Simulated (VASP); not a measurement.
# Ga2O3 (R-3c) in VASP: single point with PBE

Aim: the single point of Ga2O3 with PBE.

Program: VASP 6.6.1. These are calculated values, not measurements. Logs are shortened: lines on timing, memory, paths and dates and some standing lists are left out, and cuts for length are marked.

### Step 1. The cell of the first run

It takes space group R-3c (No. 167, trigonal). The conventional cell has a = 5.025 Å, b = 5.025 Å, c = 13.548 Å, α = 90.00°, β = 90.00°, γ = 120.00°. Within 2.6 Å of Ga (site symmetry 3) lie 6 O at 1.94 to 2.09 Å. O (site symmetry 2) has 4 Ga at 1.94 to 2.09 Å within 2.6 Å.

### Step 2. Single point, PBE

Input file INCAR:

```
SYSTEM = Ga2O3
PREC = Accurate
ENCUT = 520
EDIFF = 1E-6
ISMEAR = -1
SIGMA = 0.1
LREAL = .FALSE.
LASPH = .TRUE.
NELM = 80
ALGO = Normal
ISIF = 2
LWAVE = .FALSE.
LCHARG = .FALSE.
GGA = PE
NBANDS = 55
```

Input file KPOINTS:

```
regular mesh
0
G
  5 5 5
  0 0 0
```

Input file POSCAR:

```
Ga2O3
1.0
    2.5125790000      4.3519130000      0.0000000000
   -2.5125790000      4.3519130000      0.0000000000
   -2.5125790000      1.4506340000      4.5160060000
Ga O
4 6
Direct
    0.3554000000      0.2892000000      0.0662000000
    0.1446000000      0.7108000000      0.4338000000
    0.6446000000      0.7108000000      0.9338000000
    0.8554000000      0.2892000000      0.5662000000
    0.5549000000      0.1951000000      0.7500000000
    0.2500000000      0.8049000000      0.7500000000
    0.9451000000      0.5000000000      0.7500000000
    0.4451000000      0.8049000000      0.2500000000
    0.7500000000      0.1951000000      0.2500000000
    0.0549000000      0.5000000000      0.2500000000
```

Potentials or basis: VASP PAW PBE potentials, release 64 (Ga_d, O).

The run is started by

```
$ cat potpaw_PBE.64/Ga_d/POTCAR potpaw_PBE.64/O/POTCAR > POTCAR
$ mpirun -np 1 vasp_std > vasp.out
```

OUTCAR:

```text
SYSTEM = Ga2O3
   PREC = Accurate
   ENCUT = 520
   EDIFF = 1E-6
   ISMEAR = -1
   LREAL = .FALSE.
   LASPH = .TRUE.
   NELM = 80
   ISIF = 2
   GGA = PE

 ion  position               nearest neighbor table
   1  0.355  0.289  0.066-   9 1.94  10 1.94   8 1.94   7 2.09   5 2.09   6 2.09   2 2.86
   2  0.145  0.711  0.434-  10 1.94   9 1.94   8 1.94   6 2.09   5 2.09   7 2.09   1 2.86
   3  0.645  0.711  0.934-   6 1.94   7 1.94   5 1.94  10 2.09   8 2.09   9 2.09   4 2.86
   4  0.855  0.289  0.566-   7 1.94   6 1.94   5 1.94   9 2.09   8 2.09  10 2.09   3 2.86
   5  0.555  0.195  0.750-   3 1.94   4 1.94   2 2.09   1 2.09
   6  0.250  0.805  0.750-   3 1.94   4 1.94   2 2.09   1 2.09
   7  0.945  0.500  0.750-   4 1.94   3 1.94   1 2.09   2 2.09
   8  0.445  0.805  0.250-   1 1.94   2 1.94   3 2.09   4 2.09
   9  0.750  0.195  0.250-   1 1.94   2 1.94   4 2.09   3 2.09
  10  0.055  0.500  0.250-   2 1.94   1 1.94   3 2.09   4 2.09

  LATTYP: Found a trigonal (rhomboedric) cell.
 ALAT       =     5.3676533444
 COS(alpha) =     0.5617715928

  Lattice vectors:

 A1 = (   2.5125790000,   1.4506340000,   4.5160060000)
 A2 = (  -2.5125790000,   1.4506340000,   4.5160060000)
 A3 = (   0.0000000000,  -2.9012790000,   4.5160060000)

Analysis of symmetry for initial positions (statically):
=====================================================================
 Subroutine PRICEL returns:
 Original cell was already a primitive cell.

 Routine SETGRP: Setting up the symmetry group for a
 trigonal (rhombohedral) supercell.

 Subroutine GETGRP returns: Found 12 space group operations
 (whereof  6 operations were pure point group operations)
 out of a pool of 12 trial point group operations.

The static configuration has the point symmetry S_6 .
 The point group associated with its full space group is D_3d.

Analysis of symmetry for dynamics (positions and initial velocities):
=====================================================================
 Subroutine PRICEL returns:
 Original cell was already a primitive cell.

 Routine SETGRP: Setting up the symmetry group for a
 trigonal (rhombohedral) supercell.

 Subroutine GETGRP returns: Found 12 space group operations
 (whereof  6 operations were pure point group operations)
 out of a pool of 12 trial point group operations.

The dynamic configuration has the point symmetry S_6 .
 The point group associated with its full space group is D_3d.

 Subroutine INISYM returns: Found 12 space group operations
 (whereof  6 operations are pure point group operations),
 and found     1 'primitive' translations
[... 114 lines left out ...]
   TEBEG  =    0.0;   TEEND  =   0.0 temperature during run
   PSTRESS=    0.0 pullay stress
   NELECT =      88.0000    total number of electrons
   NUPDOWN=      -1.0000    fix difference up-down
   EMIN   =  10.00;   EMAX   =-10.00  energy-range for DOS
   EFERMI =   0.00;   METHOD = LEGACY
   ISMEAR =    -1;   SIGMA  =   0.10  broadening in eV -4-tet -1-fermi 0-gaus
   EFERMI_NEDOS =   21; number of points for ismear=-14 and -15
   IALGO  =     38    algorithm
   IMIX   =      4    mixing-type and parameters
     AMIX     =   0.40;   BMIX     =  1.00
     AMIX_MAG =   1.60;   BMIX_MAG =  1.00
  volume/ion in A,a.u.               =       9.88        66.65
  Fermi-wavevector in a.u.,A,eV,Ry     =   1.575340  2.976961 33.765517  2.481695
  Thomas-Fermi vector in A             =   2.676338
   LORBIT       =      0    0 simple, 1 ext, 2 COOP (PROOUT), +10 PAW based schemes
   GGA     = PE    functional components
   LHFCALC =     F    Hartree Fock is set to
   AEXX    =    0.0000 exact exchange contribution
   IVDW    =     0    specifies the selected vdW correction
   LEPSILON=     F    determine dielectric tensor
   LRPA    =     F    only Hartree local field effects (RPA)
 non-spin polarized calculation
  energy-cutoff  :      520.00
  volume of cell :       98.76
 maximum number of plane-waves:      2683
 NGX is ok and might be reduce to    40
   NGX = 19   NGY = 19   NGZ = 19

 number of electron      87.9999997 magnetization

 Free energy of the ion-electron system (eV)
  ---------------------------------------------------
  ext. energy  EPLUGINS =         0.00000000
  ---------------------------------------------------
  free energy    TOTEN  =       -59.35365691 eV

  energy without entropy =      -59.35365627  energy(sigma->0) =      -59.35365659

 E-fermi :   5.7599     XC(G=0): -12.0650

 val. band max:        4.2803583701   @ k =   0.4000   0.2000  -0.0000
 cond. band min:       6.8822331088   @ k =   0.0000   0.0000   0.0000
 fundamental gap:      2.6018747387
 Fermi energy:         5.7599097847

 k-point     1 :       0.0000    0.0000    0.0000
  band No.  band energies     occupation
      1     -14.5267      2.00000
      2     -12.6139      2.00000
      3     -12.6139      2.00000
      4     -12.5740      2.00000
      5     -12.5610      2.00000
      6     -12.5610      2.00000
[... 1091 lines left out ...]
     54      16.5595      0.00000
     55      17.0015      0.00000

------------------------ aborting loop because EDIFF is reached ----------------------------------------

  FORCE on cell =-STRESS in cart. coord.  units (eV):
  Direction    XX          YY          ZZ          XY          YZ          ZX
  --------------------------------------------------------------------------------------
  -------------------------------------------------------------------------------------
  Total        3.1316518      3.1316497      2.7834295      0.0000000     -0.0000023     -0.0000000
  in kB       50.8042001     50.8041654     45.1550545      0.0000000     -0.0000367     -0.0000000
  external PRESSURE =      48.9211400 kB  Pullay stress =       0.0000000 kB

 VOLUME and BASIS-vectors are now :
 -----------------------------------------------------------------------------
  energy-cutoff  :      520.00
  volume of cell :       98.76
      direct lattice vectors                 reciprocal lattice vectors
     2.512579000  4.351913000  0.000000000     0.198998718  0.114892003  0.073811628
    -2.512579000  4.351913000  0.000000000    -0.198998718  0.114892003 -0.147622976
    -2.512579000  1.450634000  4.516006000     0.000000000  0.000000000  0.221434604

 POSITION                                       TOTAL-FORCE (eV/Angst)
 -----------------------------------------------------------------------------------
      0.00000      2.90128      0.29896        -0.000000     -0.000000      0.039443
     -2.51258      4.35191      1.95904        -0.000000      0.000000     -0.039443
     -2.51258      7.25318      4.21705        -0.000000      0.000000     -0.039443
      0.00000      5.80255      2.55696        -0.000000     -0.000000      0.039443
     -0.98041      4.35191      3.38700        -0.132800      0.000000     -0.000000
     -3.27866      5.67881      3.38700         0.066400     -0.115008     -0.000000
     -0.76609      7.37692      3.38700         0.066400      0.115008     -0.000000
     -1.53217      5.80255      1.12900         0.132800      0.000000     -0.000000
      0.76609      4.47565      1.12900        -0.066400      0.115008     -0.000000
     -1.74649      2.77754      1.12900        -0.066400     -0.115008     -0.000000
 -----------------------------------------------------------------------------------
    total drift:                                0.000000      0.000000      0.000000

  FREE ENERGIE OF THE ION-ELECTRON SYSTEM (eV)
  ---------------------------------------------------
  free  energy   TOTEN  =       -59.3536569070 eV

  energy  without entropy=      -59.3536562741  energy(sigma->0) =      -59.35365659
```

OSZICAR:

```text
N       E                     dE             d eps       ncg     rms          rms(c)
DAV:   1     0.121422080498E+04    0.12142E+04   -0.39668E+04  2557   0.299E+03
DAV:   2     0.204153642708E+03   -0.10101E+04   -0.94482E+03  2106   0.824E+02
DAV:   3    -0.469880344062E+02   -0.25114E+03   -0.24424E+03  2402   0.264E+02
DAV:   4    -0.672045913135E+02   -0.20217E+02   -0.19985E+02  2655   0.810E+01
DAV:   5    -0.679071794236E+02   -0.70259E+00   -0.70124E+00  2728   0.155E+01    0.171E+01
DAV:   6    -0.592499817130E+02    0.86572E+01   -0.28683E+01  3733   0.589E+01    0.464E+00
DAV:   7    -0.593993152953E+02   -0.14933E+00   -0.28930E+00  2362   0.951E+00    0.325E+00
DAV:   8    -0.593854437768E+02    0.13872E-01   -0.48086E-01  3156   0.545E+00    0.132E+00
DAV:   9    -0.593525997204E+02    0.32844E-01   -0.18334E-01  3349   0.471E+00    0.206E-01
DAV:  10    -0.593535014391E+02   -0.90172E-03   -0.12110E-02  2971   0.105E+00    0.584E-02
DAV:  11    -0.593536384928E+02   -0.13705E-03   -0.15834E-03  2668   0.447E-01    0.238E-02
DAV:  12    -0.593536560456E+02   -0.17553E-04   -0.24466E-04  2555   0.138E-01    0.151E-02
DAV:  13    -0.593536573695E+02   -0.13240E-05   -0.28532E-05  2940   0.323E-02    0.475E-03
DAV:  14    -0.593536569070E+02    0.46253E-06   -0.40415E-06  2147   0.117E-02
   1 F= -.59353657E+02 E0= -.59353657E+02  d E =-.632917E-06
```

stdout:

```text
POSCAR found type information on POSCAR GaO
 POSCAR found :  2 types and      10 ions
 scaLAPACK will be used
 LDA part: xc-table for (Slater+PW92), standard interpolation
 POSCAR, INCAR and KPOINTS ok, starting setup
 FFT: planning ... GRIDC
 FFT: planning ... GRID_SOFT
 FFT: planning ... GRID
 WAVECAR not read
 entering main loop
```

Wall time 2 min (1 thread of Intel Xeon 6975P-C, shared host); peak memory 0.27 GiB.

Results:

* Free energy: -59.3537 eV
* Pressure: 4.9 GPa
* Largest force: 0.133 eV/Å
* Band gap on the k mesh: 2.60 eV, indirect (least direct gap 2.83 eV)

Forces on the atoms (eV/Å):
```
Ga   0.000  0.000  0.039
Ga   0.000  0.000 -0.039
Ga   0.000  0.000 -0.039
Ga   0.000  0.000  0.039
O   -0.133  0.000  0.000
O    0.066 -0.115  0.000
O    0.066  0.115  0.000
O    0.133  0.000  0.000
O   -0.066  0.115  0.000
O   -0.066 -0.115  0.000
```

A k mesh can miss the band edges. PBE gaps usually lie below the measured ones, often by a third to a half.
